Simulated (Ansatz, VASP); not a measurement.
# ZnCu: VASP beside Ansatz

```
Zn Cu
1.0
     2.91119    0.00000    0.00000
     0.00000    2.91119    0.00000
     0.00000    0.00000    2.91119
Zn Cu
1 1
Direct
  0.50000 0.50000 0.50000
  0.00000 0.00000 0.00000
```

Alike in both runs: functional PBE; dispersion D3(BJ); k mesh 18 × 18 × 18; occupations gaussian, width 0.1 eV; no spin polarisation.

Ansatz relaxed the structure, and its values are those at the end. VASP's run is a single point on that final structure, the one shown.

```csv
,VASP,Ansatz
version,VASP 6.6.1,Ansatz 0.2.0
potentials or method,"VASP PAW PBE potentials, release 64 (Zn, Cu), cutoff 520 eV","scalar-relativistic, plane waves, PAW"
valence electrons in the cell,23,31
```

```csv
,VASP,Ansatz,Ansatz less VASP
gap on the k mesh at the Fermi level (eV),none,none,-
pressure (GPa),0.6,0.0,-0.55
```

A gap of «none» marks a metal or a gap that the smearing closes. VASP's potentials hold 23 valence electrons a cell and Ansatz's 31, so a difference there can come from the potentials and not from the codes.
